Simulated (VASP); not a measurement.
Set up this calculation in VASP 6.6.1, as the native input.

```
Task                   : single point
Functional             : r2SCAN
Potentials or basis    : VASP PAW PBE potentials, release 64 (Mg)
Cutoff                 : 520 eV
k mesh                 : 12 × 12 × 12
Occupations            : fermi-dirac, width 0.1 eV
Spin                   : no spin polarisation
Dipole correction      : no
Further INCAR settings : ALGO = Normal; EDIFF = 1e-07; NBANDS = 7
```

The system is Mg.

```xyz
1
Lattice="2.9532 0.0000 0.0000 0.0000 2.9532 0.0000 0.0000 0.0000 2.9532" Properties=species:S:1:pos:R:3 pbc="T T T"
Mg    0.0000    0.0000    0.0000
```

This isn't the form of Mg at room conditions, which is hcp.

The input as run:

POSCAR

```
Mg
1.0
    2.9532246413      0.0000000000      0.0000000000
    0.0000000000      2.9532246413      0.0000000000
    0.0000000000      0.0000000000      2.9532246413
Mg
1
Direct
    0.0000000000      0.0000000000      0.0000000000
```

INCAR.step1

```
PREC = Accurate ; ENCUT = 520
ISMEAR = -1 ; SIGMA = 0.1
LREAL = F ; LASPH = T
NELM = 80 ; NBANDS = 7
GGA = PE ; ALGO = Normal
EDIFF = 1E-4 ; LWAVE = T
LCHARG = F
```

INCAR.step2

```
PREC = Accurate ; ENCUT = 520
EDIFF = 1E-7 ; ISMEAR = -1
SIGMA = 0.1 ; LREAL = F
LASPH = T ; NELM = 80
ALGO = Normal ; ISIF = 2
LWAVE = F ; LCHARG = F
METAGGA = R2SCAN ; LMIXTAU = T
NBANDS = 7 ; ISTART = 1
```

KPOINTS

```
regular mesh
0
Gamma
  12 12 12
```

Potentials or basis: VASP PAW PBE potentials, release 64 (Mg).

Command:

```console
$ cat potpaw_PBE.64/Mg/POTCAR > POTCAR
$ cp INCAR.step1 INCAR
$ mpirun -np 1 vasp_std > vasp.out
$ cp INCAR.step2 INCAR
$ mpirun -np 1 vasp_std > vasp.out
```

Results of the run:

* Pressure: 1.0 GPa
* Band gap on the k mesh: zero (bands 1 and 2 overlap by 7.56 eV)

Caveat: the PAW data sets were made with another functional, which shifts forces and pressure a little.

Run time: 17 s on 1 thread of Intel(R) Xeon(R) 6975P-C (Granite Rapids), on a shared host, peak memory 0.15 GiB.
